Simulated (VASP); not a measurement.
# Sn (I4/mmm) in VASP: a series of runs

Runs on Sn. Level: PBEsol. Tasks: single point.

Everything below comes from runs of VASP 6.6.1. Logs are shortened: lines on timing, memory, paths and dates and some standing lists are left out, and cuts for length are marked.

## 1. The cell of the first run

The structure is tetragonal, space group I4/mmm (No. 139). The conventional cell has a = 3.638 Å, b = 3.638 Å, c = 3.486 Å, α = 90.00°, β = 90.00°, γ = 90.00°. Sn (site symmetry 4/mmm) has 14 Sn at 3.11 to 3.64 Å within 4.1 Å.

## 2. Single point, PBEsol (strain -0.040 along x and y, -0.080 along z)

Contents of INCAR:

```
PREC     = Accurate       # precision mode
ENCUT    = 520            # plane-wave cutoff, eV
EDIFF    = 1E-6           # SCF threshold, eV
ISMEAR   = 0              # smearing method
SIGMA    = 0.15           # smearing width, eV
LREAL    = False          # projectors in reciprocal space
LASPH    = True           # aspherical terms in the spheres
NELM     = 80             # most SCF steps
ALGO     = Fast           # electronic algorithm
ISIF     = 2              # what is computed and relaxed
LWAVE    = False          # write WAVECAR
LCHARG   = True           # write CHGCAR
GGA      = PS             # functional
LELF     = True           # ELF
LVHAR    = True         
NBANDS   = 13             # bands
```

Contents of KPOINTS:

```
regular mesh
0
Gamma
  18 18 18
```

Contents of POSCAR:

```
Sn
1.0
   -1.8188657464      1.8188657464      1.7430796737
    1.8188657464     -1.8188657464      1.7430796737
    1.8188657464      1.8188657464     -1.7430796737
Sn
1
Direct
    0.0000000000      0.0000000000      0.0000000000
```

Potentials or basis: VASP PAW PBE potentials, release 64 (Sn_d).

On the command line:

```
$ cat potpaw_PBE.64/Sn_d/POTCAR > POTCAR
$ mpirun -np 1 vasp_std > vasp.out
```

OUTCAR:

```text
PREC = Accurate
   ENCUT = 520
   EDIFF = 1E-6
   ISMEAR = 0
   LREAL = False
   LASPH = True
   NELM = 80
   ISIF = 2
   GGA = PS

 ion  position               nearest neighbor table
   1  0.000  0.000  0.000-

  LATTYP: Found a body centered tetragonal cell.
 ALAT       =     3.6377314928
 C/A-ratio  =     0.9583333334

  Lattice vectors:

 A1 = (  -1.8188657464,   1.8188657464,   1.7430796737)
 A2 = (   1.8188657464,  -1.8188657464,   1.7430796737)
 A3 = (   1.8188657464,   1.8188657464,  -1.7430796737)

Analysis of symmetry for initial positions (statically):
=====================================================================
 Subroutine PRICEL returns:
 Original cell was already a primitive cell.

 Routine SETGRP: Setting up the symmetry group for a
 body centered tetragonal supercell.

 Subroutine GETGRP returns: Found 16 space group operations
 (whereof 16 operations were pure point group operations)
 out of a pool of 16 trial point group operations.

The static configuration has the point symmetry D_4h.

Analysis of symmetry for dynamics (positions and initial velocities):
=====================================================================
 Subroutine PRICEL returns:
 Original cell was already a primitive cell.

 Routine SETGRP: Setting up the symmetry group for a
 body centered tetragonal supercell.

 Subroutine GETGRP returns: Found 16 space group operations
 (whereof 16 operations were pure point group operations)
 out of a pool of 16 trial point group operations.

The dynamic configuration has the point symmetry D_4h.

 Subroutine INISYM returns: Found 16 space group operations
 (whereof 16 operations are pure point group operations),
 and found     1 'primitive' translations

----------------------------------------------------------------------------------------

                                     Primitive cell

  volume of cell :      23.0663

  direct lattice vectors                    reciprocal lattice vectors
    -1.818865746  1.818865746  1.743079674     0.000000000  0.274896595  0.286848621
     1.818865746 -1.818865746  1.743079674     0.274896595  0.000000000  0.286848621
     1.818865746  1.818865746 -1.743079674     0.274896595  0.274896595  0.000000000

  length of vectors
     3.107228983  3.107228983  3.107228983     0.397303749  0.397303749  0.388762493

  position of ions in fractional coordinates (direct lattice)
     0.000000000  0.000000000  0.000000000

  ion indices of the primitive-cell ions
   primitive index   ion index
                 1           1

----------------------------------------------------------------------------------------

 KPOINTS: regular mesh

Automatic generation of k-mesh.
 Grid dimensions read from file:
 generate k-points for:   18   18   18

 Generating k-lattice:

  Cartesian coordinates                     Fractional coordinates (reciprocal lattice)
     0.000000000  0.015272033  0.015936034     0.055555556  0.000000000  0.000000000
     0.015272033  0.000000000  0.015936034     0.000000000  0.055555556  0.000000000
     0.015272033  0.015272033  0.000000000     0.000000000  0.000000000  0.055555556

  Length of vectors
     0.022072430  0.022072430  0.021597916

  Shift w.r.t. Gamma in fractional coordinates (k-lattice)
     0.000000000  0.000000000  0.000000000

 Subroutine IBZKPT returns following result:
 ===========================================

 Found    480 irreducible k-points:

 Following reciprocal coordinates:
            Coordinates               Weight
  0.000000  0.000000  0.000000      1.000000
  0.055556  0.000000 -0.000000      8.000000
  0.111111  0.000000 -0.000000      8.000000
  0.166667  0.000000  0.000000      8.000000
  0.222222  0.000000 -0.000000      8.000000
  0.277778 -0.000000  0.000000      8.000000
[... 16 lines left out ...]
 -0.277778  0.055556  0.000000     16.000000
 -0.222222  0.055556  0.000000     16.000000
 [... further k-points ...]
   k-points           NKPTS =    480   k-points in BZ     NKDIM =    480   number of bands    NBANDS=     13
   number of dos      NEDOS =    301   number of ions     NIONS =      1
   total plane-waves  NPLWV =  13824
   dimension x,y,z NGX =    24 NGY =   24 NGZ =   24
   dimension x,y,z NGXF=    48 NGYF=   48 NGZF=   48
   ions per type =               1
   NGX,Y,Z   is equivalent  to a cutoff of  12.84, 12.84, 12.84 a.u.
   NGXF,Y,Z  is equivalent  to a cutoff of  25.68, 25.68, 25.68 a.u.
 SYSTEM =  unknown system
   PREC   = accura    normal or accurate (medium, high low for compatibility)
   ISTART =      0    job   : 0-new  1-cont  2-samecut
   ICHARG =      2    charge: 1-file 2-atom 10-const
   ISPIN  =      1    spin polarized calculation?
   LNONCOLLINEAR =      F non collinear calculations
   LSORBIT =      F    spin-orbit coupling
   LASPH  =      T    aspherical Exc in radial PAW
   ENCUT  =  520.0 eV  38.22 Ry    6.18 a.u.   5.78  5.78  5.78*2*pi/ulx,y,z
   NELM   =     80;   NELMIN=  2; NELMDL= -5     # of ELM steps
   EDIFF  = 0.1E-05   stopping-criterion for ELM
   LREAL  =      F    real-space projection
   EDIFFG = 0.1E-04   stopping-criterion for IOM
   NSW    =      0    number of steps for IOM
   IBRION =     -1    ionic relax: 0-MD 1-quasi-New 2-CG
   NFREE  =      0    steps in history (QN), initial steepest desc. (CG)
   ISIF   =      2    stress and relaxation
   ISYM   =      2    0-nonsym 1-usesym 2-fastsym
   POTIM  = 0.5000    time-step for ionic-motion
   TEBEG  =    0.0;   TEEND  =   0.0 temperature during run
   PSTRESS=    0.0 pullay stress
   NELECT =      14.0000    total number of electrons
   NUPDOWN=      -1.0000    fix difference up-down
   EMIN   =  10.00;   EMAX   =-10.00  energy-range for DOS
   EFERMI =   0.00;   METHOD = LEGACY
   ISMEAR =     0;   SIGMA  =   0.15  broadening in eV -4-tet -1-fermi 0-gaus
   EFERMI_NEDOS =   21; number of points for ismear=-14 and -15
   IALGO  =     68    algorithm
   IMIX   =      4    mixing-type and parameters
     AMIX     =   0.40;   BMIX     =  1.00
     AMIX_MAG =   1.60;   BMIX_MAG =  1.00
  volume/ion in A,a.u.               =      23.07       155.66
  Fermi-wavevector in a.u.,A,eV,Ry     =   1.386090  2.619330 26.140121  1.921245
  Thomas-Fermi vector in A             =   2.510438
   LORBIT       =      0    0 simple, 1 ext, 2 COOP (PROOUT), +10 PAW based schemes
   GGA     = PS    functional components
   LHFCALC =     F    Hartree Fock is set to
   AEXX    =    0.0000 exact exchange contribution
   IVDW    =     0    specifies the selected vdW correction
   LEPSILON=     F    determine dielectric tensor
   LRPA    =     F    only Hartree local field effects (RPA)
 non-spin polarized calculation
 RMM-DIIS sequential band-by-band and
 Gauss-broadening in eV      SIGMA  =   0.15
  energy-cutoff  :      520.00
  volume of cell :       23.07
 maximum number of plane-waves:       638
   NGX = 11   NGY = 11   NGZ = 11

 number of electron      13.9999997 magnetization

 Free energy of the ion-electron system (eV)
  ---------------------------------------------------
  ext. energy  EPLUGINS =         0.00000000
  ---------------------------------------------------
  free energy    TOTEN  =        -4.15277736 eV

  energy without entropy =       -4.14626206  energy(sigma->0) =       -4.14951971

 E-fermi :  10.0853     XC(G=0): -11.2994

 val. band max:       10.0773276120   @ k =  -0.3333   0.4444   0.2222
 cond. band min:      10.0905584665   @ k =   0.2778   0.2222   0.1667
 fundamental gap:      0.0132308545
 Fermi energy:        10.0853106352

 k-point     1 :       0.0000    0.0000    0.0000
  band No.  band energies     occupation
      1     -11.5232      2.00000
      2     -11.5019      2.00000
      3     -11.5019      2.00000
      4     -11.3041      2.00000
      5     -11.2669      2.00000
      6      -2.3268      2.00000
      7      19.4869      0.00000
      8      19.4869      0.00000
      9      19.9427      0.00000
     10      22.3885      0.00000
     11      22.3885      0.00000
     12      22.9440      0.00000
     13      23.5057      0.00000

 k-point     2 :       0.0556    0.0000   -0.0000
  band No.  band energies     occupation
      1     -11.5207      2.00000
      2     -11.4992      2.00000
      3     -11.4963      2.00000
      4     -11.3041      2.00000
      5     -11.2693      2.00000
      6      -2.2485      2.00000
      7      18.9767      0.00000
      8      19.1026      0.00000
      9      19.5582      0.00000
     10      21.7836      0.00000
     11      21.9619      0.00000
     12      22.6505      0.00000
     13      23.9971      0.00000

 k-point     3 :       0.1111    0.0000   -0.0000
  band No.  band energies     occupation
      1     -11.5241      2.00000
      2     -11.4919      2.00000
      3     -11.4692      2.00000
      4     -11.3043      2.00000
      5     -11.2757      2.00000
      6      -2.0130      2.00000
      7      17.3100      0.00000
      8      18.2566      0.00000
      9      18.9584      0.00000
     10      21.0453      0.00000
     11      21.2514      0.00000
     12      22.5720      0.00000
     13      25.0743      0.00000
[... 305 lines left out ...]
 k-point    23 :      -0.2778    0.0556    0.0000
  band No.  band energies     occupation
      1     -11.5508      2.00000
      2     -11.4774      2.00000
      3     -11.3284      2.00000
      4     -11.3112      2.00000
      5     -11.2882      2.00000
      6      -0.6851      2.00000
      7      12.1919      0.00000
      8      15.3344      0.00000
      9      16.9384      0.00000
     10      19.7965      0.00000
     11      20.8335      0.00000
     12      23.5747      0.00000
     13      26.2597      0.00000

 k-point    24 :      -0.2222    0.0556    0.0000
  band No.  band energies     occupation
      1     -11.5366      2.00000
      2     -11.4825      2.00000
      3     -11.3867      2.00000
      4     -11.3136      2.00000
      5     -11.2832      2.00000
      6      -1.3163      2.00000
      7      14.2223      0.00000
      8      16.1573      0.00000
      9      17.6450      0.00000
     10      20.2554      0.00000
     11      21.2801      0.00000
     12      23.0014      0.00000
     13      25.9730      0.00000

 [... further k-points ...]

------------------------ aborting loop because EDIFF is reached ----------------------------------------

  FORCE on cell =-STRESS in cart. coord.  units (eV):
  Direction    XX          YY          ZZ          XY          YZ          ZX
  --------------------------------------------------------------------------------------
  -------------------------------------------------------------------------------------
  Total        1.4065243      1.4065243      1.2659616      0.0000000      0.0000000      0.0000000
  in kB       97.6965657     97.6965657     87.9331412      0.0000000      0.0000000      0.0000000
  external PRESSURE =      94.4420909 kB  Pullay stress =       0.0000000 kB

 VOLUME and BASIS-vectors are now :
 -----------------------------------------------------------------------------
  energy-cutoff  :      520.00
  volume of cell :       23.07
      direct lattice vectors                 reciprocal lattice vectors
    -1.818865746  1.818865746  1.743079674     0.000000000  0.274896595  0.286848621
     1.818865746 -1.818865746  1.743079674     0.274896595  0.000000000  0.286848621
     1.818865746  1.818865746 -1.743079674     0.274896595  0.274896595  0.000000000

 POSITION                                       TOTAL-FORCE (eV/Angst)
 -----------------------------------------------------------------------------------
      0.00000      0.00000      0.00000         0.000000      0.000000      0.000000
 -----------------------------------------------------------------------------------
    total drift:                                0.000000      0.000000     -0.000000

  FREE ENERGIE OF THE ION-ELECTRON SYSTEM (eV)
  ---------------------------------------------------
  free  energy   TOTEN  =        -4.1527773600 eV

  energy  without entropy=       -4.1462620591  energy(sigma->0) =       -4.14951971
```

It took 42 s on 1 thread of Intel Xeon 6975P-C (Granite Rapids), shared host; peak memory 0.23 GiB.

What came out:

```
Free energy            : -4.1528 eV
Pressure               : 9.4 GPa
Band gap on the k mesh : zero (band 7 reaches 19.49 eV, above the bottom of band 8 at 7.10 eV)
```

Caveat: the cell differs from its parent crystal (strain -0.040 along x and y, -0.080 along z); the PAW data sets were made with another functional, which shifts forces and pressure a little; spin-orbit coupling is left out, which moves the levels of the heavy elements.

## 3. Single point, PBEsol (strain -0.040 along x and y, +0.000 along z)

Contents of INCAR:

```
SYSTEM = Sn
ALGO = Fast
EDIFF = 1E-7
ENCUT = 520
GGA = PS
ISIF = 2
ISMEAR = 0
LASPH = .True.
LCHARG = .False.
LREAL = .False.
LWAVE = .False.
NBANDS = 13
NELM = 60
PREC = Accurate
SIGMA = 0.15
```

Contents of KPOINTS:

```
k-points
0
Gamma
  18 18 18
  0 0 0
```

Contents of POSCAR:

```
Sn
1.0
   -1.8188657464      1.8188657464      1.8946518192
    1.8188657464     -1.8188657464      1.8946518192
    1.8188657464      1.8188657464     -1.8946518192
Sn
1
Direct
    0.0000000000      0.0000000000      0.0000000000
```

Potentials or basis: VASP PAW PBE potentials, release 64 (Sn_d).

On the command line:

```
$ cat potpaw_PBE.64/Sn_d/POTCAR > POTCAR
$ mpirun -np 1 vasp_std > vasp.out
```

Run time: 41 s. Hardware: 1 thread of Intel Xeon 6975P-C (Granite Rapids), shared host; peak memory 0.25 GiB.

The run converged. Its results:

```
Free energy            : -4.2251 eV
Pressure               : 2.7 GPa
Band gap on the k mesh : zero (band 7 reaches 17.50 eV, above the bottom of band 8 at 6.24 eV)
```

Stress tensor (GPa, compression positive):
```
2.40 0.00 0.00
0.00 2.40 0.00
0.00 0.00 3.18
```

Levels at points of the mesh, in eV from the Fermi level:
| k point | band 3 | band 4 | band 5 | band 6 | band 7 | band 8 | band 9 | band 10 | band 11 | band 12 |
| --- | --- | --- | --- | --- | --- | --- | --- | --- | --- | --- |
| (0.00, 0.00, 0.00) | -21.50 | -21.35 | -21.33 | -11.73 | 8.54 | 8.77 | 8.77 | 11.92 | 12.52 | 12.52 |
| (0.50, 0.00, 0.00) | -21.36 | -21.34 | -21.23 | -6.62 | -4.91 | 4.06 | 5.94 | 8.66 | 8.78 | 14.86 |
| (0.50, 0.50, 0.00) | -21.34 | -21.33 | -21.22 | -6.33 | -4.78 | 3.52 | 5.20 | 8.00 | 8.09 | 16.52 |
| (0.50, 0.50, 0.50) | -21.26 | -21.25 | -21.25 | -2.08 | -1.12 | -0.31 | -0.31 | 3.67 | 4.01 | 18.67 |

Caveat: the cell differs from its parent crystal (strain -0.040 along x and y, +0.000 along z); the PAW data sets were made with another functional, which shifts forces and pressure a little; spin-orbit coupling is left out, which moves the levels of the heavy elements.
